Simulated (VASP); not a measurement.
Runs of VASP 6.6.1 on C. The structure is orthorhombic, space group Fmmm (No. 69). The conventional cell has a = 2.456 Å, b = 4.254 Å, c = 6.696 Å, α = 90.00°, β = 90.00°, γ = 90.00°. C (site symmetry m2m) has 3 C at 1.42 Å within 1.9 Å. 

```csv
k mesh,smearing,pressure (GPa),largest force (eV/Å)
14 × 14 × 14,methfessel-paxton 0.08 eV,5.0,0.03
12 × 12 × 12,gaussian 0.02 eV,5.0,0.01
6 × 6 × 6,gaussian 0.02 eV,5.1,0.02
10 × 10 × 10,gaussian 0.02 eV,5.1,0.02
14 × 14 × 14,gaussian 0.02 eV,5.0,0.03
14 × 14 × 14,gaussian 0.15 eV,5.0,0.03
4 × 4 × 4,gaussian 0.02 eV,(a),0.01
1 × 1 × 1,gaussian 0.02 eV,52.5,-
```

Alike in all rows: task single point; level PBE; potentials or basis VASP PAW PBE potentials, release 64 (C); no spin polarisation; cell as given; cutoff (eV) 520.

Fill in the values left out.

(a) 4.6.

Caveats: some runs use coarse meshes; this functional lacks dispersion, which binds layers or chains, so the pressure and a relaxed spacing across them are unreliable; the cell stands under pressure (at least some runs).
